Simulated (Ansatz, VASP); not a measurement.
**One calculation of AlO2, two programs**

```
Al O
1.0
     3.13636    0.00000    0.00000
     0.00000    3.10132    0.00000
     0.00000    0.00000    4.76207
Al O
1 2
Cartesian
  1.5682 0.0000 2.3810
  1.5682 0.0000 4.0794
  1.5682 0.0000 0.6826
```

Alike in both runs: functional PBE; k mesh 8 × 4 × 4; occupations gaussian, width 0.1 eV; no spin polarisation.

Ansatz relaxed the structure, and its values are those at the end. VASP's run is a single point on that final structure, the one shown.

|  | VASP | Ansatz |
| --- | --- | --- |
| version | VASP 6.6.1 | Ansatz 0.2.0 |
| potentials or method | VASP PAW PBE potentials, release 64 (Al, O), cutoff 520 eV | scalar-relativistic, plane waves, PAW |
| valence electrons in the cell | 15 | 15 |

```tsv
	VASP	Ansatz	Ansatz less VASP
gap on the k mesh at the Fermi level (eV)	none	none	-
pressure (GPa)	0.3	0.0	-0.27
rms of the force components (eV/Å)	0.108	0.009	-0.0988
```

A gap of «none» marks a metal or a gap that the smearing closes.

The k mesh is coarse, so the values compare programs but aren't converged.
